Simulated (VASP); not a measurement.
# Al3N in VASP: notebook, part 2 of 2

VASP 6.6.1. The steps go on from the part before.

## (4) Single point, r2SCAN

POSCAR reads:

```
Al3N
1.0
    2.8227735241      0.0000000000      0.0000000000
    0.0000000000      2.8227735241      0.0000000000
    0.0000000000      0.0000000000     19.6006973085
Al N
3 1
Direct
    0.5000000000      0.5000000000      0.2040743723
    0.0000000000      0.0000000000      0.3086652017
    0.5000000000      0.5000000000      0.4132861796
    0.8333333333      1.0000000000      0.4223077872
```

INCAR.step1 reads:

```
ALGO     = Normal         # electronic algorithm
DIPOL    = 0.5 0.5 0.337
EDIFF    = 1E-4           # SCF threshold, eV
ENCUT    = 520            # plane-wave cutoff, eV
GGA      = PE             # functional
IDIPOL   = 3            
ISMEAR   = 0              # smearing method
LASPH    = T              # aspherical terms in the spheres
LCHARG   = F              # write CHGCAR
LDIPOL   = T            
LREAL    = F              # projectors in reciprocal space
LWAVE    = T              # write WAVECAR
NBANDS   = 15             # bands
NELM     = 60             # most SCF steps
PREC     = Accurate       # precision mode
SIGMA    = 0.1            # smearing width, eV
```

INCAR.step2 reads:

```
ALGO     = Normal         # electronic algorithm
DIPOL    = 0.5 0.5 0.337
EDIFF    = 1E-6           # SCF threshold, eV
ENCUT    = 520            # plane-wave cutoff, eV
IDIPOL   = 3            
ISIF     = 2              # what is computed and relaxed
ISMEAR   = 0              # smearing method
ISTART   = 1            
LASPH    = T              # aspherical terms in the spheres
LCHARG   = F              # write CHGCAR
LDIPOL   = T            
LMIXTAU  = T            
LREAL    = F              # projectors in reciprocal space
LWAVE    = F              # write WAVECAR
METAGGA  = R2SCAN         # meta-GGA
NBANDS   = 15             # bands
NELM     = 60             # most SCF steps
PREC     = Accurate       # precision mode
SIGMA    = 0.1            # smearing width, eV
```

KPOINTS reads:

```
k-points
0
Gamma
  9 9 1
```

Potentials or basis: VASP PAW PBE potentials, release 64 (Al, N).

The run is started by

```console
$ cat potpaw_PBE.64/Al/POTCAR potpaw_PBE.64/N/POTCAR > POTCAR
$ cp INCAR.step1 INCAR
$ mpirun -np 1 vasp_std > vasp.out
$ cp INCAR.step2 INCAR
$ mpirun -np 1 vasp_std > vasp.out
```

OUTCAR:

```text
EDIFF = 1E-6
   ENCUT = 520
   ISIF = 2
   ISMEAR = 0
   ISTART = 1
   LASPH = T
   LREAL = F
   METAGGA = R2SCAN
   NELM = 60
   PREC = Accurate

 ion  position               nearest neighbor table
   1  0.500  0.500  0.204-   2 2.86   2 2.86   2 2.86   2 2.86
   2  0.000  0.000  0.309-   4 2.28   1 2.86   1 2.86   1 2.86   1 2.86   3 2.86   3 2.86   3 2.86
                             3 2.86
   3  0.500  0.500  0.413-   4 1.71   4 1.71   4 2.36   4 2.36   2 2.86   2 2.86   2 2.86   2 2.86

   4  0.833  0.000  0.422-   3 1.71   3 1.71   2 2.28   3 2.36   3 2.36

  LATTYP: Found a simple tetragonal cell.
 ALAT       =     2.8227735241
 C/A-ratio  =     6.9437725489

  Lattice vectors:

 A1 = (   2.8227735241,   0.0000000000,   0.0000000000)
 A2 = (   0.0000000000,   2.8227735241,   0.0000000000)
 A3 = (   0.0000000000,   0.0000000000,  19.6006973085)

Analysis of symmetry for initial positions (statically):
=====================================================================
 Subroutine PRICEL returns:
 Original cell was already a primitive cell.

 Routine SETGRP: Setting up the symmetry group for a
 simple tetragonal supercell.
[... 599 lines left out ...]
      4      -4.5366      2.00000
      5      -3.3522      2.00000
      6      -2.2353      2.00000
      7      -0.3171      2.00000
      8       1.5556      0.00000
      9       1.8485      0.00000
     10       2.9724      0.00000
     11       3.7430      0.00000
     12       4.4841      0.00000
     13       5.6444      0.00000
     14       6.2966      0.00000
     15       7.8735      0.00000

 [... further k-points ...]

------------------------ aborting loop because EDIFF is reached ----------------------------------------

 vacuum level on the upper side and lower side of the slab       (xc-potential included)        -0.436         0.423

  FORCE on cell =-STRESS in cart. coord.  units (eV):
  Direction    XX          YY          ZZ          XY          YZ          ZX
  --------------------------------------------------------------------------------------
  -------------------------------------------------------------------------------------
  Total        1.3258751      4.2522286     -0.1778753      0.0000000      0.0000000      1.3217482
  in kB       13.6015872     43.6218008     -1.8247474      0.0000000      0.0000000     13.5592512
  external PRESSURE =      18.4662135 kB  Pullay stress =       0.0000000 kB

 VOLUME and BASIS-vectors are now :
 -----------------------------------------------------------------------------
  energy-cutoff  :      520.00
  volume of cell :      156.18
      direct lattice vectors                 reciprocal lattice vectors
     2.822773524  0.000000000  0.000000000     0.354261506  0.000000000  0.000000000
     0.000000000  2.822773524  0.000000000     0.000000000  0.354261506  0.000000000
     0.000000000  0.000000000 19.600697308     0.000000000  0.000000000  0.051018593

 POSITION                                       TOTAL-FORCE (eV/Angst)
 -----------------------------------------------------------------------------------
      1.41139      1.41139      4.00000         0.024616      0.000000      0.047409
      0.00000      0.00000      6.05005        -0.291932      0.000000     -0.019012
      1.41139      1.41139      8.10070        -4.395623      0.000000     -0.028112
      2.35231      0.00000      8.27753         4.662939      0.000000     -0.000286
 -----------------------------------------------------------------------------------
    total drift:                                0.000203      0.000000     -0.000272

  FREE ENERGIE OF THE ION-ELECTRON SYSTEM (eV)
  ---------------------------------------------------
  free  energy   TOTEN  =       -29.1266601579 eV

  energy  without entropy=      -29.1183773948  energy(sigma->0) =      -29.12251878

 vacuum level on the upper side and lower side of the slab         3.853         4.734
```

OUTCAR.step1:

```text
EDIFF = 1E-4
   ENCUT = 520
   GGA = PE
   ISMEAR = 0
   LASPH = T
   LREAL = F
   NELM = 60
[... 668 lines left out ...]
      1.41139      1.41139      8.10070        -4.412775      0.000000      0.038079
      2.35231      0.00000      8.27753         4.623313      0.000000      0.136966
 -----------------------------------------------------------------------------------
    total drift:                                0.000128      0.000000      0.001979

  FREE ENERGIE OF THE ION-ELECTRON SYSTEM (eV)
  ---------------------------------------------------
  free  energy   TOTEN  =       -19.1442850095 eV

  energy  without entropy=      -19.1367724012  energy(sigma->0) =      -19.14052871

 vacuum level on the upper side and lower side of the slab         3.021         4.044
```

Wall time 2 min (1 thread of Intel Xeon 6975P-C (Granite Rapids), shared host); peak memory 0.32 GiB.

Results:

```
Free energy            : -29.1267 eV
Largest force          : 4.663 eV/Å
Band gap on the k mesh : zero (bands 7 and 8 overlap by 0.77 eV)
```

Forces on the atoms (eV/Å):
```
Al   0.025  0.000  0.047
Al  -0.292  0.000 -0.019
Al  -4.396  0.000 -0.028
N    4.663  0.000  0.000
```

Caveat: the PAW data sets were made with another functional, which shifts forces and pressure a little.

## (5) Single point, r2SCAN

POSCAR: that of step 4 with these lines changed.

```diff
@@ -11,2 +11,2 @@
     0.5000000000      0.5000000000      0.4132861796
-    0.8333333333      1.0000000000      0.4223077872
+    0.6666666667      1.0000000000      0.4563892801
```

INCAR.step1 reads:

```
PREC     = Accurate       # precision mode
ENCUT    = 520            # plane-wave cutoff, eV
ISMEAR   = 0              # smearing method
SIGMA    = 0.1            # smearing width, eV
LREAL    = F              # projectors in reciprocal space
LASPH    = T              # aspherical terms in the spheres
NELM     = 100            # most SCF steps
LDIPOL   = T            
IDIPOL   = 3            
DIPOL    = 0.5 0.5 0.346
NBANDS   = 15             # bands
GGA      = PE             # functional
ALGO     = Normal         # electronic algorithm
EDIFF    = 1E-4           # SCF threshold, eV
LWAVE    = T              # write WAVECAR
LCHARG   = F              # write CHGCAR
```

INCAR.step2 reads:

```
PREC     = Accurate       # precision mode
ENCUT    = 520            # plane-wave cutoff, eV
EDIFF    = 1E-6           # SCF threshold, eV
ISMEAR   = 0              # smearing method
SIGMA    = 0.1            # smearing width, eV
LREAL    = F              # projectors in reciprocal space
LASPH    = T              # aspherical terms in the spheres
NELM     = 100            # most SCF steps
ALGO     = Normal         # electronic algorithm
ISIF     = 2              # what is computed and relaxed
LWAVE    = F              # write WAVECAR
LCHARG   = F              # write CHGCAR
LDIPOL   = T            
IDIPOL   = 3            
DIPOL    = 0.5 0.5 0.346
METAGGA  = R2SCAN         # meta-GGA
LMIXTAU  = T            
NBANDS   = 15             # bands
ISTART   = 1
```

KPOINTS reads:

```
Automatic mesh
0
Gamma
  9 9 1
```

The run is started by

```console
$ cat potpaw_PBE.64/Al/POTCAR potpaw_PBE.64/N/POTCAR > POTCAR
$ cp INCAR.step1 INCAR
$ mpirun -np 1 vasp_std > vasp.out
$ cp INCAR.step2 INCAR
$ mpirun -np 1 vasp_std > vasp.out
```

Run time: 2.5 min. Hardware: 1 thread of Intel Xeon 6975P-C (Granite Rapids), shared host; peak memory 0.32 GiB.

It converged, with:

```yaml
Free_energy: -27.2762 eV
Largest_force: 1.706 eV/Å
Band_gap_on_the_k_mesh: zero (bands 7 and 8 overlap by 1.24 eV)
```

Forces on the atoms (eV/Å):
```
Al   0.014  0.000 -0.141
Al  -0.028  0.000 -0.110
Al  -1.691  0.000  0.178
N    1.705  0.000  0.072
```

Levels at points of the mesh, in eV from the Fermi level:
```
           k point  band 5  band 6  band 7  band 8  band 9  band 10
(0.00, 0.00, 0.00)   -1.48   -1.11    0.14    2.50    4.51     5.80
```

Caveat: the PAW data sets were made with another functional, which shifts forces and pressure a little.

## (6) Overview

```tsv
cell	gap on the mesh (eV)	largest force (eV/Å)
as given, atomic positions A	none	2.46
as given, atomic positions B	none	0.79
as given, atomic positions C	none	4.66
as given, atomic positions D	none	1.71
```

Alike in all rows: task single point; level r2SCAN; potentials or basis VASP PAW PBE potentials, release 64 (Al, N); no spin polarisation; k mesh 9 × 9 × 1; cutoff (eV) 520; smearing gaussian 0.1 eV.

Caveats: the PAW data sets were made with another functional, which shifts forces and pressure a little.

Absolute energies hang on the potentials; compare differences alone.
